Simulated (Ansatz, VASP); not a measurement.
One calculation of WSe2, two programs

```
W Se
1.0
     3.23838    0.00000    0.00000
    -1.61919    2.80452    0.00000
     0.00000    0.00000   13.09143
W Se
2 4
Direct
  0.66667 0.33333 0.75000
  0.33333 0.66667 0.25000
  0.33333 0.66667 0.87661
  0.66667 0.33333 0.37661
  0.33333 0.66667 0.62339
  0.66667 0.33333 0.12339
```

Change from the starting cell: equal strain along all axes, cell held, atoms relaxed: -1.0 %.

Alike in both runs: task relaxation of the atoms; functional PBEsol; k mesh 12 × 12 × 2; occupations gaussian, width 0.02 eV; no spin polarisation.

|  | VASP | Ansatz |
| --- | --- | --- |
| version | VASP 6.6.1 | Ansatz 0.2.0 |
| potentials or method | VASP PAW PBE potentials, release 64 (W_sv, Se), cutoff 520 eV | scalar-relativistic, plane waves, PAW |
| valence electrons in the cell | 52 | 92 |

```tsv
	VASP	Ansatz	Ansatz less VASP
gap on the k mesh at the Fermi level, each at its own relaxed structure (eV)	0.99	1.00	+0.009
```

VASP's potentials were made for PBE, not for PBEsol. VASP's potentials hold 52 valence electrons a cell and Ansatz's 92, so a difference there can come from the potentials and not from the codes. Ansatz's warnings: stress scf threshold loose.

Spin-orbit coupling is off throughout.
